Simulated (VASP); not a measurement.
CuO:

```
Cu O
1.0
     2.87950    0.00000    0.00000
     0.03907    2.87928    0.00000
     0.01750    0.01724    5.17634
Cu O
2 2
Direct
  0.00000 0.50000 0.00000
  0.50000 0.00000 0.50000
  0.99842 0.00167 0.74989
  0.00158 0.99833 0.25011
```

Base run:

```yaml
Program: VASP 6.6.1
Functional: PBEsol
Potentials_or_basis: VASP PAW PBE potentials, release 64 (Cu_sv_GW, O)
Cutoff: 700 eV
k_mesh: 9 × 9 × 5
Occupations: fermi-dirac, width 0.05 eV
Spin: no spin polarisation
```

Its results: band gap on the k mesh zero (bands 25 and 26 overlap by 0.95 eV); pressure -4.5 GPa; largest force 0.012 eV/Å.

**Question.** The run is repeated on the same cell with these changes: functional from PBEsol to PBE. What comes out?

**Answer.** Band gap on the k mesh zero (bands 25 and 26 overlap by 0.93 eV); pressure 3.0 GPa; largest force 0.011 eV/Å.

PBE binds less tightly than PBEsol, so the same cell stands under more pressure.

Caveats: semilocal functionals often make such compounds metallic where correlation or magnetic order opens a gap, which also shifts bond lengths; the cell stands under tension (at least some runs); the PAW data sets were made with another functional, which shifts forces and pressure a little (at least some runs); the cell stands under pressure (at least some runs).
